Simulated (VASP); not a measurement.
# SiNi (Pnma) in VASP: a series of runs

The runs below take SiNi through single point, relaxation of shape and atoms at fixed volume, with PBEsol.

All numbers are computed with VASP 6.6.1; they aren't measurements. Logs are shortened: lines on timing, memory, paths and dates and some standing lists are left out, and cuts for length are marked.

### 1 The cell of the first run

The structure is orthorhombic, space group Pnma (No. 62). Conventional cell: a = 5.088 Å, b = 3.358 Å, c = 5.528 Å, α = 90.00°, β = 90.00°, γ = 90.00°. Within 3.0 Å of Si (site symmetry m) lie 6 Ni at 2.26 to 2.38 Å and 2 Si at 2.65 Å. Within 3.0 Å of Ni (site symmetry m) lie 6 Si at 2.26 to 2.38 Å and 4 Ni at 2.64 to 2.67 Å.

### 2 Single point, PBEsol

Input file INCAR:

```
  PREC = Accurate
  ENCUT = 520
  EDIFF = 1E-6
  ISMEAR = 0
  SIGMA = 0.1
  LREAL = False
  LASPH = True
  NELM = 60
  ALGO = Normal
  ISIF = 2
  LWAVE = False
  LCHARG = False
  GGA = PS
  NBANDS = 38
```

Input file KPOINTS:

```
regular mesh
0
Gamma
  7 6 10
```

Input file POSCAR:

```
SiNi
1.0
    5.0878282939      0.0000000000      0.0000000000
    0.0000000000      5.5278301779      0.0000000000
    0.0000000000      0.0000000000      3.3577714947
Si Ni
4 4
Direct
    0.6785723341      0.0865554857      0.7500000000
    0.8214276659      0.5865554857      0.2500000000
    0.1785723341      0.4134445143      0.7500000000
    0.3214276659      0.9134445143      0.2500000000
    0.9906992723      0.1873863645      0.2500000000
    0.5093007277      0.6873863645      0.7500000000
    0.4906992723      0.3126136355      0.2500000000
    0.0093007277      0.8126136355      0.7500000000
```

Potentials or basis: VASP PAW PBE potentials, release 64 (Si, Ni).

Launch:

```console
$ cat potpaw_PBE.64/Si/POTCAR potpaw_PBE.64/Ni/POTCAR > POTCAR
$ mpirun -np 1 vasp_std > vasp.out
```

OUTCAR:

```text
PREC = Accurate
   ENCUT = 520
   EDIFF = 1E-6
   ISMEAR = 0
   LREAL = False
   LASPH = True
   NELM = 60
   ISIF = 2
   GGA = PS

 ion  position               nearest neighbor table
   1  0.679  0.087  0.750-   8 2.26   7 2.30   7 2.30   6 2.37   5 2.38   5 2.38   4 2.65   4 2.65
                             3 3.12   3 3.12
   2  0.821  0.587  0.250-   7 2.26   8 2.30   8 2.30   5 2.37   6 2.38   6 2.38   3 2.65   3 2.65
                             4 3.12   4 3.12
   3  0.179  0.413  0.750-   6 2.26   5 2.30   5 2.30   8 2.37   7 2.38   7 2.38   2 2.65   2 2.65
                             1 3.12   1 3.12
   4  0.321  0.913  0.250-   5 2.26   6 2.30   6 2.30   7 2.37   8 2.38   8 2.38   1 2.65   1 2.65
                             2 3.12   2 3.12
   5  0.991  0.187  0.250-   4 2.26   3 2.30   3 2.30   2 2.37   1 2.38   1 2.38   7 2.64   7 2.64
                             8 2.67   8 2.67
   6  0.509  0.687  0.750-   3 2.26   4 2.30   4 2.30   1 2.37   2 2.38   2 2.38   8 2.64   8 2.64
                             7 2.67   7 2.67
   7  0.491  0.313  0.250-   2 2.26   1 2.30   1 2.30   4 2.37   3 2.38   3 2.38   5 2.64   5 2.64
                             6 2.67   6 2.67
   8  0.009  0.813  0.750-   1 2.26   2 2.30   2 2.30   3 2.37   4 2.38   4 2.38   6 2.64   6 2.64
                             5 2.67   5 2.67

  LATTYP: Found a simple orthorhombic cell.
 ALAT       =     3.3577714947
 B/A-ratio  =     1.5152395873
 C/A-ratio  =     1.6462794406

  Lattice vectors:

 A1 = (   0.0000000000,   0.0000000000,   3.3577714947)
 A2 = (   5.0878282939,   0.0000000000,   0.0000000000)
 A3 = (   0.0000000000,   5.5278301779,   0.0000000000)

Analysis of symmetry for initial positions (statically):
=====================================================================
 Subroutine PRICEL returns:
 Original cell was already a primitive cell.

 Routine SETGRP: Setting up the symmetry group for a
 simple orthorhombic supercell.

 Subroutine GETGRP returns: Found  8 space group operations
 (whereof  2 operations were pure point group operations)
 out of a pool of  8 trial point group operations.

The static configuration has the point symmetry S_2 .
 The point group associated with its full space group is D_2h.

Analysis of symmetry for dynamics (positions and initial velocities):
=====================================================================
 Subroutine PRICEL returns:
 Original cell was already a primitive cell.

 Routine SETGRP: Setting up the symmetry group for a
 simple orthorhombic supercell.

 Subroutine GETGRP returns: Found  8 space group operations
 (whereof  2 operations were pure point group operations)
 out of a pool of  8 trial point group operations.

The dynamic configuration has the point symmetry S_2 .
 The point group associated with its full space group is D_2h.

 Subroutine INISYM returns: Found  8 space group operations
 (whereof  2 operations are pure point group operations),
 and found     1 'primitive' translations

----------------------------------------------------------------------------------------

                                     Primitive cell

  volume of cell :      94.4362

  direct lattice vectors                    reciprocal lattice vectors
     5.087828294  0.000000000  0.000000000     0.196547513  0.000000000  0.000000000
     0.000000000  5.527830178  0.000000000     0.000000000  0.180902808  0.000000000
     0.000000000  0.000000000  3.357771495     0.000000000  0.000000000  0.297816573

  length of vectors
     5.087828294  5.527830178  3.357771495     0.196547513  0.180902808  0.297816573

  position of ions in fractional coordinates (direct lattice)
     0.678572334  0.086555486  0.750000000
     0.821427666  0.586555486  0.250000000
     0.178572334  0.413444514  0.750000000
     0.321427666  0.913444514  0.250000000
     0.990699272  0.187386365  0.250000000
     0.509300728  0.687386365  0.750000000
     0.490699272  0.312613635  0.250000000
     0.009300728  0.812613635  0.750000000

  ion indices of the primitive-cell ions
   primitive index   ion index
                 1           1
                 2           2
                 3           3
                 4           4
                 5           5
                 6           6
                 7           7
                 8           8

----------------------------------------------------------------------------------------

 KPOINTS: regular mesh

Automatic generation of k-mesh.
 Grid dimensions read from file:
 generate k-points for:    7    6   10

 Generating k-lattice:

  Cartesian coordinates                     Fractional coordinates (reciprocal lattice)
     0.028078216  0.000000000  0.000000000     0.142857143  0.000000000  0.000000000
     0.000000000  0.030150468  0.000000000     0.000000000  0.166666667  0.000000000
     0.000000000  0.000000000  0.029781657     0.000000000  0.000000000  0.100000000

  Length of vectors
     0.028078216  0.030150468  0.029781657

  Shift w.r.t. Gamma in fractional coordinates (k-lattice)
     0.000000000  0.000000000  0.000000000

 Subroutine IBZKPT returns following result:
 ===========================================

 Found     96 irreducible k-points:

 Following reciprocal coordinates:
            Coordinates               Weight
  0.000000  0.000000  0.000000      1.000000
  0.142857  0.000000  0.000000      2.000000
  0.285714  0.000000  0.000000      2.000000
  0.428571  0.000000  0.000000      2.000000
  0.000000  0.166667  0.000000      2.000000
  0.142857  0.166667  0.000000      4.000000
[... 16 lines left out ...]
  0.285714  0.166667  0.100000      8.000000
  0.428571  0.166667  0.100000      8.000000
 [... further k-points ...]
   k-points           NKPTS =     96   k-points in BZ     NKDIM =     96   number of bands    NBANDS=     38
   number of dos      NEDOS =    301   number of ions     NIONS =      8
   total plane-waves  NPLWV =  47040
   dimension x,y,z NGX =    40 NGY =   42 NGZ =   28
   dimension x,y,z NGXF=    80 NGYF=   84 NGZF=   56
   ions per type =               4   4
   NGX,Y,Z   is equivalent  to a cutoff of  13.07, 12.63, 13.86 a.u.
   NGXF,Y,Z  is equivalent  to a cutoff of  26.14, 25.26, 27.73 a.u.
 SYSTEM =  unknown system
   PREC   = accura    normal or accurate (medium, high low for compatibility)
   ISTART =      0    job   : 0-new  1-cont  2-samecut
   ICHARG =      2    charge: 1-file 2-atom 10-const
   ISPIN  =      1    spin polarized calculation?
   LNONCOLLINEAR =      F non collinear calculations
   LSORBIT =      F    spin-orbit coupling
   LASPH  =      T    aspherical Exc in radial PAW
   ENCUT  =  520.0 eV  38.22 Ry    6.18 a.u.   9.46 10.28  6.24*2*pi/ulx,y,z
   NELM   =     60;   NELMIN=  2; NELMDL= -5     # of ELM steps
   EDIFF  = 0.1E-05   stopping-criterion for ELM
   LREAL  =      F    real-space projection
   EDIFFG = 0.1E-04   stopping-criterion for IOM
   NSW    =      0    number of steps for IOM
   IBRION =     -1    ionic relax: 0-MD 1-quasi-New 2-CG
   NFREE  =      0    steps in history (QN), initial steepest desc. (CG)
   ISIF   =      2    stress and relaxation
   ISYM   =      2    0-nonsym 1-usesym 2-fastsym
   POTIM  = 0.5000    time-step for ionic-motion
   TEBEG  =    0.0;   TEEND  =   0.0 temperature during run
   PSTRESS=    0.0 pullay stress
   NELECT =      56.0000    total number of electrons
   NUPDOWN=      -1.0000    fix difference up-down
   EMIN   =  10.00;   EMAX   =-10.00  energy-range for DOS
   EFERMI =   0.00;   METHOD = LEGACY
   ISMEAR =     0;   SIGMA  =   0.10  broadening in eV -4-tet -1-fermi 0-gaus
   EFERMI_NEDOS =   21; number of points for ismear=-14 and -15
   IALGO  =     38    algorithm
   IMIX   =      4    mixing-type and parameters
     AMIX     =   0.40;   BMIX     =  1.00
     AMIX_MAG =   1.60;   BMIX_MAG =  1.00
  volume/ion in A,a.u.               =      11.80        79.66
  Fermi-wavevector in a.u.,A,eV,Ry     =   1.375386  2.599104 25.737977  1.891688
  Thomas-Fermi vector in A             =   2.500727
   LORBIT       =      0    0 simple, 1 ext, 2 COOP (PROOUT), +10 PAW based schemes
   GGA     = PS    functional components
   LHFCALC =     F    Hartree Fock is set to
   AEXX    =    0.0000 exact exchange contribution
   IVDW    =     0    specifies the selected vdW correction
   LEPSILON=     F    determine dielectric tensor
   LRPA    =     F    only Hartree local field effects (RPA)
 non-spin polarized calculation
 Gauss-broadening in eV      SIGMA  =   0.10
  energy-cutoff  :      520.00
  volume of cell :       94.44
 maximum number of plane-waves:      2568
 NGX is ok and might be reduce to    40
   NGX = 19   NGY = 21   NGZ = 13

 number of electron      56.0000019 magnetization

 Free energy of the ion-electron system (eV)
  ---------------------------------------------------
  ext. energy  EPLUGINS =         0.00000000
  ---------------------------------------------------
  free energy    TOTEN  =       -52.26825974 eV

  energy without entropy =      -52.25728243  energy(sigma->0) =      -52.26277109

 E-fermi :  10.6813     XC(G=0): -12.4543

 val. band max:       10.6638421556   @ k =   0.2857   0.1667   0.0000
 cond. band min:      10.6910164564   @ k =   0.1429   0.3333   0.2000
 fundamental gap:      0.0271743008
 Fermi energy:        10.6812868012

 k-point     1 :       0.0000    0.0000    0.0000
  band No.  band energies     occupation
      1      -2.5145      2.00000
      2       0.9991      2.00000
      3       2.1753      2.00000
      4       2.8455      2.00000
      5       4.0346      2.00000
      6       4.5643      2.00000
[... 30 lines left out ...]
     37      16.9608      0.00000
     38      17.3567      0.00000

 k-point     2 :       0.1429    0.0000    0.0000
  band No.  band energies     occupation
      1      -2.4011      2.00000
      2       0.7539      2.00000
      3       2.2570      2.00000
      4       2.4658      2.00000
      5       4.4065      2.00000
      6       4.7480      2.00000
[... 894 lines left out ...]
 k-point    24 :       0.4286    0.1667    0.1000
  band No.  band energies     occupation
      1      -1.2758      2.00000
      2      -0.5783      2.00000
      3       1.8605      2.00000
      4       2.3516      2.00000
      5       4.5071      2.00000
      6       4.8713      2.00000
[... 30 lines left out ...]
     37      16.5270      0.00000
     38      16.7879      0.00000

 [... further k-points ...]

------------------------ aborting loop because EDIFF is reached ----------------------------------------

  FORCE on cell =-STRESS in cart. coord.  units (eV):
  Direction    XX          YY          ZZ          XY          YZ          ZX
  --------------------------------------------------------------------------------------
  -------------------------------------------------------------------------------------
  Total        0.7306818     -0.0358843     -0.2936108      0.0000000      0.0000000     -0.0000000
  in kB       12.3965426     -0.6088031     -4.9813181      0.0000000      0.0000000     -0.0000000
  external PRESSURE =       2.2688071 kB  Pullay stress =       0.0000000 kB

 VOLUME and BASIS-vectors are now :
 -----------------------------------------------------------------------------
  energy-cutoff  :      520.00
  volume of cell :       94.44
      direct lattice vectors                 reciprocal lattice vectors
     5.087828294  0.000000000  0.000000000     0.196547513  0.000000000  0.000000000
     0.000000000  5.527830178  0.000000000     0.000000000  0.180902808  0.000000000
     0.000000000  0.000000000  3.357771495     0.000000000  0.000000000  0.297816573

 POSITION                                       TOTAL-FORCE (eV/Angst)
 -----------------------------------------------------------------------------------
      3.45246      0.47846      2.51833         0.009517     -0.002293      0.000000
      4.17928      3.24238      0.83944        -0.009517     -0.002293     -0.000000
      0.90855      2.28545      2.51833         0.009517      0.002293      0.000000
      1.63537      5.04937      0.83944        -0.009517      0.002293      0.000000
      5.04051      1.03584      0.83944        -0.014695     -0.015303     -0.000000
      2.59123      3.79976      2.51833         0.014695     -0.015303      0.000000
      2.49659      1.72808      0.83944        -0.014695      0.015303     -0.000000
      0.04732      4.49199      2.51833         0.014695      0.015303      0.000000
 -----------------------------------------------------------------------------------
    total drift:                                0.000000      0.000000     -0.000000

  FREE ENERGIE OF THE ION-ELECTRON SYSTEM (eV)
  ---------------------------------------------------
  free  energy   TOTEN  =       -52.2682597413 eV

  energy  without entropy=      -52.2572824342  energy(sigma->0) =      -52.26277109
```

It took 4.7 min on 1 thread of Intel Xeon Platinum 8375C at 2.90GHz (Ice Lake), shared host; peak memory 0.38 GiB.

Results:

- Free energy: -52.2683 eV
- Pressure: 0.2 GPa
- Largest force: 0.021 eV/Å
- Band gap on the k mesh: zero (bands 28 and 29 overlap by 1.97 eV)

Forces in eV/Å, atoms in the order of the input:
```
Si   0.010 -0.002  0.000
Si  -0.010 -0.002  0.000
Si   0.010  0.002  0.000
Si  -0.010  0.002  0.000
Ni  -0.015 -0.015  0.000
Ni   0.015 -0.015  0.000
Ni  -0.015  0.015  0.000
Ni   0.015  0.015  0.000
```

Caveat: the PAW data sets were made with another functional, which shifts forces and pressure a little.

### 3 Relaxation of shape and atoms at fixed volume, PBEsol (11.10 Å³/atom)

This run uses another cell than the first one, of 11.10 Å³/atom.

Input file INCAR:

```
PREC     = Accurate       # precision mode
ENCUT    = 600            # plane-wave cutoff, eV
EDIFF    = 1E-7           # SCF threshold, eV
ISMEAR   = 0              # smearing method
SIGMA    = 0.1            # smearing width, eV
LREAL    = F              # projectors in reciprocal space
LASPH    = T              # aspherical terms in the spheres
NELM     = 60             # most SCF steps
ALGO     = Normal         # electronic algorithm
ISIF     = 4              # what is computed and relaxed
LWAVE    = F              # write WAVECAR
LCHARG   = F              # write CHGCAR
GGA      = PS             # functional
IBRION   = 2              # ionic algorithm
NSW      = 50             # ionic steps
EDIFFG   = -0.01          # ionic threshold
```

Input file KPOINTS:

```
Automatic mesh
0
Gamma
  8 10 6
```

Input file POSCAR:

```
SiNi
1.0
    4.9851849237      0.0000000000      0.0000000000
    0.0000000000      3.3007573560      0.0000000000
    0.0000000000      0.0000000000      5.3947491524
Si Ni
4 4
Direct
    0.3229892132      0.7500000000      0.0878582151
    0.1770107868      0.2500000000      0.5878582151
    0.8229892132      0.7500000000      0.4121417849
    0.6770107868      0.2500000000      0.9121417849
    0.0107225434      0.2500000000      0.1858257899
    0.4892774566      0.7500000000      0.6858257899
    0.5107225434      0.2500000000      0.3141742101
    0.9892774566      0.7500000000      0.8141742101
```

Potentials or basis: VASP PAW PBE potentials, release 64 (Si, Ni).

Launch:

```console
$ cat potpaw_PBE.64/Si/POTCAR potpaw_PBE.64/Ni/POTCAR > POTCAR
$ mpirun -np 1 vasp_std > vasp.out
```

Wall time 36 min (1 thread of Intel Xeon Platinum 8259CL at 2.50GHz (Skylake/Cascade Lake), shared host); peak memory 0.47 GiB.

The run converged. Its results:

| Property | Result |
| --- | --- |
| Free energy | -52.0487 eV |
| Energy gained by relaxing | 0.6 meV/atom |
| Ionic steps | 8 |
| Pressure after relaxing | 13.1 GPa |
| Largest force after relaxing | 0.005 eV/Å |
| Band gap on the k mesh | zero (bands 28 and 29 overlap by 1.91 eV) |

Forces on the atoms (eV/Å):
```
Si  -0.005  0.000  0.001
Si   0.005  0.000  0.001
Si  -0.005  0.000 -0.001
Si   0.005  0.000 -0.001
Ni   0.001  0.000 -0.004
Ni  -0.001  0.000 -0.004
Ni   0.001  0.000  0.004
Ni  -0.001  0.000  0.004
```

The path:
```csv
step,energy change (eV),largest force (eV/Å),pressure (GPa),volume (Å³)
1,0.0000,0.1010,13.56,88.77
2,-0.0023,0.0475,13.40,88.77
3,-0.0031,0.0263,13.23,88.77
4,-0.0038,0.0187,13.16,88.77
5,-0.0039,0.0328,13.13,88.77
6,-0.0043,0.0255,13.10,88.77
7,-0.0045,0.0164,13.05,88.77
8,-0.0046,0.0048,13.06,88.77
```

Final structure:
```
CELL_PARAMETERS angstrom
4.97921 0.00000 0.00000
0.00000 3.32223 0.00000
0.00000 0.00000 5.36631
ATOMIC_POSITIONS crystal
Si 0.32477 0.75000 0.09028
Si 0.17523 0.25000 0.59028
Si 0.82477 0.75000 0.40972
Si 0.67523 0.25000 0.90972
Ni 0.01243 0.25000 0.18426
Ni 0.48757 0.75000 0.68426
Ni 0.51243 0.25000 0.31574
Ni 0.98757 0.75000 0.81574
```

Levels at points of the mesh, in eV from the Fermi level:
| k point | band 25 | band 26 | band 27 | band 28 | band 29 | band 30 | band 31 | band 32 |
| --- | --- | --- | --- | --- | --- | --- | --- | --- |
| (0.00, 0.00, 0.00) | -1.72 | -1.60 | -1.19 | -0.90 | 0.70 | 1.63 | 3.31 | 3.90 |
| (0.50, 0.00, 0.00) | -1.98 | -1.98 | 0.85 | 0.85 | 1.23 | 1.23 | 3.83 | 3.83 |
| (0.00, 0.50, 0.00) | -2.18 | -2.18 | -1.48 | -1.48 | -0.60 | -0.60 | 2.27 | 2.27 |
| (0.50, 0.50, 0.00) | -1.89 | -1.89 | -1.89 | -1.89 | 0.66 | 0.66 | 0.66 | 0.66 |
| (0.00, 0.00, 0.50) | -1.40 | -1.40 | -0.11 | -0.11 | 0.78 | 0.78 | 3.61 | 3.61 |
| (0.50, 0.00, 0.50) | -0.91 | -0.91 | 0.94 | 0.94 | 2.36 | 2.36 | 2.58 | 2.58 |
| (0.00, 0.50, 0.50) | -2.25 | -2.25 | -1.80 | -1.80 | 0.22 | 0.22 | 1.58 | 1.58 |
| (0.50, 0.50, 0.50) | -2.10 | -2.10 | -2.10 | -2.10 | 2.95 | 2.95 | 2.95 | 2.95 |

Caveat: the PAW data sets were made with another functional, which shifts forces and pressure a little.

The gap in the log of VASP goes by the Fermi energy; the results here count the filled bands.